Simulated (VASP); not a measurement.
Input of a VASP 6.6.1 run:

INCAR

```
  ALGO = Normal
  EDIFF = 1E-6
  ENCUT = 520
  GGA = PS
  ISIF = 2
  ISMEAR = 0
  LASPH = T
  LCHARG = T
  LELF = T
  LREAL = F
  LVHAR = T
  LWAVE = F
  NBANDS = 36
  NELM = 80
  PREC = Accurate
  SIGMA = 0.15
```

Contents of KPOINTS:

```
k-points
0
Gamma
  12 12 12
```

Contents of POSCAR:

```
TiO
1.0
    4.0335084229      0.0000000000      0.0000000000
    0.0000000000      4.0335084229      0.0000000000
    0.0000000000      0.0000000000      4.0335084229
Ti O
3 3
Direct
    0.5000000000      0.5000000000      0.0000000000
    0.0000000000      0.5000000000      0.5000000000
    0.5000000000      0.0000000000      0.5000000000
    0.0000000000      0.5000000000      0.0000000000
    0.5000000000      0.0000000000      0.0000000000
    0.0000000000      0.0000000000      0.5000000000
```

Potentials or basis: VASP PAW PBE potentials, release 64 (Ti_sv, O).

Command:

```console
$ cat potpaw_PBE.64/Ti_sv/POTCAR potpaw_PBE.64/O/POTCAR > POTCAR
$ mpirun -np 1 vasp_std > vasp.out
```

**Question.** Estimate the pressure.

**Answer.** 0.5 GPa.

**Question.** What does it give for the band gap on the k mesh?

**Answer.** Zero (bands 27 and 28 overlap by 2.01 eV).

Caveat: the PAW data sets were made with another functional, which shifts forces and pressure a little; semilocal functionals often make such compounds metallic where correlation or magnetic order opens a gap, which also shifts bond lengths.
